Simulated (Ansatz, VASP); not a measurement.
**One calculation of WS2, two programs**

File POSCAR:

```
WS2
1.0
    3.1835163552      0.0000000000      0.0000000000
   -1.5917581776      2.7570060369      0.0000000000
    0.0000000000      0.0000000000     16.9505778900
W S
1 2
Direct
    0.0000000000      0.0000000000      0.0000000000
    0.3333333333      0.6666666667      0.0920005100
    0.3333333333      0.6666666667      0.9079994900
```

The input INCAR.step1:

```
PREC = Accurate
ENCUT = 520
EDIFF = 1E-5
ISMEAR = -1
SIGMA = 0.05
LREAL = False
LASPH = True
NELM = 100
ALGO = Normal
ISIF = 2
LWAVE = True
GGA = PE
NBANDS = 20
```

The input INCAR.step2:

```
PREC = Accurate
ENCUT = 520
EDIFF = 1E-7
ISMEAR = -1
SIGMA = 0.05
LREAL = False
LASPH = True
NELM = 100
ALGO = Normal
ISIF = 2
LWAVE = False
LCHARG = True
METAGGA = R2SCAN
LHFCALC = True
AEXX = 0.25
LMIXTAU = True
PRECFOCK = Normal
LELF = True
LVHAR = True
ISTART = 1
NBANDS = 20
```

File KPOINTS:

```
regular mesh
0
Gamma
  5 5 1
```

File input.yaml:

```yaml
crystal:
  lattice:
    - [3.1835163552, 0.0, 0.0]
    - [-1.5917581776, 2.7570060369, 0.0]
    - [0.0, 0.0, 16.95057789]
  atoms:
    - { symbol: W, position: [0.0, 0.0, 0.0] }
    - { symbol: S, position: [0.3333333333, 0.6666666667, 0.09200051] }
    - { symbol: S, position: [0.3333333333, 0.6666666667, 0.90799949] }
hamiltonian:
  xc: r2scan0
  pseudopotentials: { kind: paw }
kpoints:
  mp_grid: { grid: [5, 5, 1] }
  band_path:
    path:
      - [[0.0, 0.0, 0.0], [0.5, 0.0, 0.0], [0.3333333333, 0.3333333333, 0.0], [0.0, 0.0, 0.0], [0.0, 0.0, 0.5], [0.5, 0.0, 0.5], [0.3333333333, 0.3333333333, 0.5], [0.0, 0.0, 0.5]]
      - [[0.5, 0.0, 0.5], [0.5, 0.0, 0.0]]
      - [[0.3333333333, 0.3333333333, 0.0], [0.3333333333, 0.3333333333, 0.5]]
    npoints: 4
scf:
  occupations: { method: fermi_dirac, width: 0.05 }
  n_extra_bands: 7
output:
  forces: true
  stress: true
  eigenvalues: true
  fatbands: false
  write_density: true
  write_potential: true
  elf: true
  volumetric_format: npy
```

Alike in both runs: functional r2SCAN0; k mesh 5 × 5 × 1; occupations fermi-dirac, width 0.05 eV; no spin polarisation.

|  | VASP | Ansatz |
| --- | --- | --- |
| version | VASP 6.6.1 | Ansatz 0.2.0 |
| potentials or method | VASP PAW PBE potentials, release 64 (W_sv, S) | Ansatz PAW |
| plane-wave cutoff (eV) | 520 | 500 |
| valence electrons in the cell | 26 | 26 |
| task | single point | band structure |

Ansatz gave:

| Quantity | Value |
| --- | --- |
| gap on the k mesh at the Fermi level (eV) | 3.59 |
| rms of the force components (eV/Å) | 0.180 |

Task: What did VASP give for the same quantities?

Result: gap on the k mesh at the Fermi level (eV): 3.63; rms of the force components (eV/Å): 0.194.

VASP's potentials were made for PBE, not for r2SCAN0. Atom by atom the forces differ by 0.014 eV/Å (rms over components).

The k mesh is coarse, so the values compare programs but aren't converged. Neither program's run includes spin-orbit coupling.
